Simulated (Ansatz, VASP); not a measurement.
Two plane-wave programs on LiBr

The input INCAR:

```
PREC = Accurate
ENCUT = 650
EDIFF = 1E-8
ISMEAR = -1
SIGMA = 0.02
LREAL = F
LASPH = T
NELM = 120
ALGO = Normal
ISIF = 2
LWAVE = F
LCHARG = F
GGA = PE
LEFG = T
NBANDS = 12
GGA_COMPAT = F
```

Contents of KPOINTS:

```
Automatic mesh
0
Gamma
  9 9 9
```

POSCAR

```
LiBr
1.0
    0.0000000000      2.7506500000      2.7506500000
    2.7506500000      0.0000000000      2.7506500000
    2.7506500000      2.7506500000      0.0000000000
Li Br
1 1
Direct
    0.0000000000      0.0000000000      0.0000000000
    0.5000000000      0.5000000000      0.5000000000
```

Input for Ansatz:

```yaml
crystal:
  lattice:
    - [0.0, 2.75065, 2.75065]
    - [2.75065, 0.0, 2.75065]
    - [2.75065, 2.75065, 0.0]
  atoms:
    - { symbol: Li, position: [0.0, 0.0, 0.0] }
    - { symbol: Br, position: [0.5, 0.5, 0.5] }
kpoints:
  mp_grid: { grid: [9, 9, 9] }
scf:
  occupations: { method: fermi_dirac, width: 0.02 }
  algorithm: density_mixing
hamiltonian:
  xc: pbe
  pseudopotentials: { kind: paw }
output:
  forces: true
  stress: true
  populations: true
  efg:
    quadrupole_moments_barn: { Li: -0.0401, Br: 0.2579 }
    contact_densities: true
```

Alike in both runs: task electric field gradients; functional PBE; k mesh 9 × 9 × 9; occupations fermi-dirac, width 0.02 eV; no spin polarisation.

|  | VASP | Ansatz |
| --- | --- | --- |
| version | VASP 6.6.1 | Ansatz 0.2.0 |
| potentials or method | VASP PAW PBE potentials, release 64 (Li_sv, Br) | plane-wave PAW, scalar-relativistic |
| plane-wave cutoff (eV) | 650 | 420 |
| valence electrons in the cell | 10 | 10 |

|  | VASP | Ansatz | Ansatz less VASP |
| --- | --- | --- | --- |
| gap on the k mesh at the Fermi level (eV) | 4.95 | 4.94 | -0.009 |
| pressure (GPa) | 0.1 | 0.1 | +0.08 |

The functional is the same, so the differences come from potentials, cutoffs and numerics.
